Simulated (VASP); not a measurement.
A run of VASP 6.6.1 is set up as follows.

INCAR

```
PREC = Accurate
ENCUT = 520
EDIFF = 1E-6
ISMEAR = -1
SIGMA = 0.08
LREAL = F
LASPH = T
NELM = 80
ALGO = Normal
ISIF = 2
LWAVE = F
LCHARG = F
GGA = PE
NBANDS = 11
```

Contents of KPOINTS:

```
regular mesh
0
Gamma
  12 12 12
```

The input POSCAR:

```
Ca
1.0
    0.0000000000      2.2216174669      2.2216174669
    2.2216174669      0.0000000000      2.2216174669
    2.2216174669      2.2216174669      0.0000000000
Ca
1
Direct
    0.0000000000      0.0000000000      0.0000000000
```

Potentials or basis: VASP PAW PBE potentials, release 64 (Ca_sv).

Run with:

```sh
$ cat potpaw_PBE.64/Ca_sv/POTCAR > POTCAR
$ mpirun -np 1 vasp_std > vasp.out
```

Q: What does it give for the band gap on the k mesh?

A: Zero (band 5 reaches 5.30 eV, above the bottom of band 6 at 5.08 eV).

Q: Estimate the pressure.

A: 30.4 GPa.
